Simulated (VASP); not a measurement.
Write the native input for VASP 6.6.1 that does the following.

```yaml
Task: single point
Functional: PBE
Potentials_or_basis: VASP PAW PBE potentials, release 64 (Br)
Cutoff: 520 eV
k_mesh: 12 × 12 × 12
Occupations: gaussian, width 0.02 eV
Spin: no spin polarisation
Dipole_correction: no
Further_INCAR_settings: ALGO = Normal; EDIFF = 1e-06; NBANDS = 14
```

The structure of Br lies in POSCAR:

```
Br
1.0
    0.0000000000      2.9153506240      2.9153506240
    2.9153506240      0.0000000000      2.9153506240
    2.9153506240      2.9153506240      0.0000000000
Br
2
Direct
    0.0000000000      0.0000000000      0.0000000000
    0.2500000000      0.2500000000      0.2500000000
```

The input as run:

INCAR

```
PREC = Accurate
ENCUT = 520
EDIFF = 1E-6
ISMEAR = 0
SIGMA = 0.02
LREAL = False
LASPH = True
NELM = 60
ALGO = Normal
ISIF = 2
LWAVE = False
LCHARG = True
GGA = PE
LELF = True
LVHAR = True
NBANDS = 14
```

KPOINTS

```
regular mesh
0
Gamma
  12 12 12
```

Potentials or basis: VASP PAW PBE potentials, release 64 (Br).

Run with:

```sh
$ cat potpaw_PBE.64/Br/POTCAR > POTCAR
$ mpirun -np 1 vasp_std > vasp.out
```

It gave:

| Quantity | Value |
| --- | --- |
| Pressure | 30.0 GPa |
| Band gap on the k mesh | zero (bands 7 and 8 overlap by 3.39 eV) |

Caveat: the cell stands under pressure.

Wall time 43 s on 1 thread of Intel(R) Xeon(R) Platinum 8259CL CPU @ 2.50GHz (Skylake/Cascade Lake) (shared host), peak memory 0.19 GiB.
